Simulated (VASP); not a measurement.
Ru: single point with LDA

The system is Ru.

```
Ru
1.0
     2.70580    0.00000    0.00000
    -1.35290    2.34329    0.00000
     0.00000    0.00000    4.28190
Ru
2
Direct
  0.66667 0.33333 0.75000
  0.33333 0.66667 0.25000
```

- Program: VASP 6.6.1
- Task: single point
- Functional: LDA
- Potentials or basis: VASP PAW LDA potentials, release 64 (Ru_pv)
- Cutoff: 520 eV
- k mesh: 11 × 11 × 6
- Occupations: fermi-dirac, width 0.05 eV
- Spin: non-collinear spin, zero start, spin-orbit coupling
- Starting moments: [[0.0, 0.0, 0.0], [0.0, 0.0, 0.0]] μB

```json
{"Pressure": "-11.2 GPa", "Net moment": "0.00 μB per cell", "Valence electrons inside the program's atomic spheres": "Ru 12.68"}
```

Stress tensor (GPa, compression positive):
```
-10.94   0.00   0.00
  0.00 -10.94   0.00
  0.00   0.00 -11.70
```

Moments on the atoms (μB; x, y, z):
```
Ru  0.00 0.00 0.00
Ru  0.00 0.00 0.00
```

Wall time 100 s on 1 thread of Intel(R) Xeon(R) Platinum 8259CL CPU @ 2.50GHz (Skylake/Cascade Lake) (shared host), peak memory 0.23 GiB.

Caveat: the cell stands under tension.
